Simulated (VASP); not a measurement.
**C: single point with PBE+D3(BJ)**

The system is C.

```xyz
4
Lattice="1.2324 0.7115 6.9327 -1.2324 0.7115 6.9327 0.0000 -1.4231 6.9327" Properties=species:S:1:pos:R:3 pbc="T T T"
C     0.0000    0.0000   19.1100
C     0.0000    0.0000    5.2441
C     0.0000    0.0000   15.5541
C     0.0000    0.0000    1.6882
```

| Item | Value |
| --- | --- |
| Program | VASP 6.6.1 |
| Task | single point |
| Functional | PBE |
| Dispersion | D3(BJ) |
| Potentials or basis | VASP PAW PBE potentials, release 64 (C) |
| Cutoff | 520 eV |
| k mesh | 18 × 18 × 18 |
| Occupations | gaussian, width 0.01 eV |
| Spin | no spin polarisation |
| Dipole correction | no |
| Further INCAR settings | ALGO = Normal; EDIFF = 1e-07; NBANDS = 16 |

| Property | Result |
| --- | --- |
| Pressure | 0.4 GPa |
| Dispersion energy per atom | -0.150 eV |

Stress tensor (GPa, compression positive):
```
 0.68  0.00  0.00
 0.00  0.68  0.00
 0.00  0.00 -0.10
```

Run time: 19 min on 1 thread of Intel(R) Xeon(R) 6975P-C (Granite Rapids) (shared host), peak memory 0.54 GiB.
